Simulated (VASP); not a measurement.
Pb, 1 atom in the cell. Symmetry: Fm-3m, No. 225, cubic system. Conventional cell: a = 4.944 Å, b = 4.944 Å, c = 4.944 Å, α = 90.00°, β = 90.00°, γ = 90.00°. Within 4.6 Å of Pb (site symmetry m-3m) lie 12 Pb at 3.50 Å. 

| Item | Value |
| --- | --- |
| Program | VASP 6.6.1 |
| Task | single point |
| Functional | PBE |
| Potentials or basis | VASP PAW PBE potentials, release 64 (Pb_d) |
| Cutoff | 520 eV |
| k mesh | 19 × 19 × 19 |
| Occupations | fermi-dirac, width 0.0612256 eV |
| Spin | no spin polarisation |
| Dipole correction | no |
| Further INCAR settings | ALGO = Normal; EDIFF = 1e-06; NBANDS = 13 |

Potentials or basis: VASP PAW PBE potentials, release 64 (Pb_d).

Run with:

```console
$ cat potpaw_PBE.64/Pb_d/POTCAR > POTCAR
$ mpirun -np 1 vasp_std > vasp.out
```

Hardware: 1 thread of Intel Xeon 8259CL, with other jobs on the host.

**Question.** Estimate the wall time of this run.

**Answer.** Wall time 2 min on 1 thread of Intel Xeon 8259CL, on a shared host, peak memory 0.22 GiB. Counts: scf iterations 11, k points 220.
